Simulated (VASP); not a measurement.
Set up this calculation in VASP 6.6.1, as the native input.

```
Task                   : single point
Functional             : PBE
Potentials or basis    : VASP PAW PBE potentials, release 64 (Ti_sv, C)
Cutoff                 : 520 eV
k mesh                 : 16 × 16 × 16
Occupations            : fermi-dirac, width 0.15 eV
Spin                   : no spin polarisation
Dipole correction      : no
Further INCAR settings : ALGO = Normal; EDIFF = 1e-06; NBANDS = 15
```

The structure of TiC lies in POSCAR:

```
TiC
1.0
    0.0000000000      2.1521188022      2.1521188022
    2.1521188022      0.0000000000      2.1521188022
    2.1521188022      2.1521188022      0.0000000000
Ti C
1 1
Direct
    0.0000000000      0.0000000000      0.0000000000
    0.5000000000      0.5000000000      0.5000000000
```

These files were run (other wordings do the same):

INCAR

```
SYSTEM = TiC
ALGO = Normal
EDIFF = 1E-6
ENCUT = 520
GGA = PE
ISIF = 2
ISMEAR = -1
LASPH = .TRUE.
LCHARG = .TRUE.
LELF = .TRUE.
LREAL = .FALSE.
LVHAR = .TRUE.
LWAVE = .FALSE.
NBANDS = 15
NELM = 80
PREC = Accurate
SIGMA = 0.15
```

KPOINTS

```
k-points
0
G
  16 16 16
  0 0 0
```

Potentials or basis: VASP PAW PBE potentials, release 64 (Ti_sv, C).

Run with:

```sh
$ cat potpaw_PBE.64/Ti_sv/POTCAR potpaw_PBE.64/C/POTCAR > POTCAR
$ mpirun -np 1 vasp_std > vasp.out
```

It gave:

```yaml
Pressure: 5.5 GPa
Band_gap_on_the_k_mesh: zero (bands 8 and 9 overlap by 1.11 eV)
```

Caveat: the cell stands under pressure.

It took 59 s on 1 thread of Intel Xeon 8259CL (shared host), peak memory 0.17 GiB.
